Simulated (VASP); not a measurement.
A run of VASP 6.6.1 is set up as follows.

File INCAR:

```
PREC     = Accurate       # precision mode
ENCUT    = 520            # plane-wave cutoff, eV
EDIFF    = 1E-7           # SCF threshold, eV
ISMEAR   = 0              # smearing method
SIGMA    = 0.05           # smearing width, eV
LREAL    = F              # projectors in reciprocal space
LASPH    = T              # aspherical terms in the spheres
NELM     = 150            # most SCF steps
ALGO     = Normal         # electronic algorithm
ISIF     = 2              # what is computed and relaxed
LWAVE    = F              # write WAVECAR
LCHARG   = F              # write CHGCAR
ISPIN    = 2              # spin polarisation
MAGMOM   = 0 0 0 0 0 0    # initial moments
LORBIT   = 11             # projections on sites
NUPDOWN  = 0.0            # fixed moment
LMAXMIX  = 4              # l up to which the mixer works
LDAU     = T              # DFT+U
LDAUTYPE = 2            
LDAUL    = 2 -1           # shell
LDAUU    = 7 0            # U, eV
LDAUJ    = 0 0          
LDAUPRINT= 1            
GGA      = CA             # functional
NBANDS   = 38             # bands
```

The input KPOINTS:

```
Automatic mesh
0
Gamma
  4 4 7
```

Contents of POSCAR:

```
MnO2
1.0
    4.3959987700      0.0000000000      0.0000000000
    0.0000000000      4.3959987700      0.0000000000
    0.0000000000      0.0000000000      2.8709991900
Mn O
2 4
Direct
    0.0000000000      0.0000000000      0.0000000000
    0.5000000000      0.5000000000      0.5000000000
    0.3020000000      0.3020000000      0.0000000000
    0.1980000000      0.8020000000      0.5000000000
    0.6980000000      0.6980000000      0.0000000000
    0.8020000000      0.1980000000      0.5000000000
```

Potentials or basis: VASP PAW LDA potentials, release 64 (Mn_pv, O).

Run with:

```bash
$ cat potpaw_LDA.64/Mn_pv/POTCAR potpaw_LDA.64/O/POTCAR > POTCAR
$ mpirun -np 1 vasp_std > vasp.out
```

Question: Estimate the pressure.

Answer: -7.9 GPa.

Question: What does it give for the largest force?

Answer: 0.028 eV/Å.

Stress tensor (GPa, compression positive):
```
 -6.55   0.00   0.00
  0.00  -6.55   0.00
  0.00   0.00 -10.61
```

Caveat: the cell stands under tension; the total moment is fixed, so each spin has its own Fermi level.
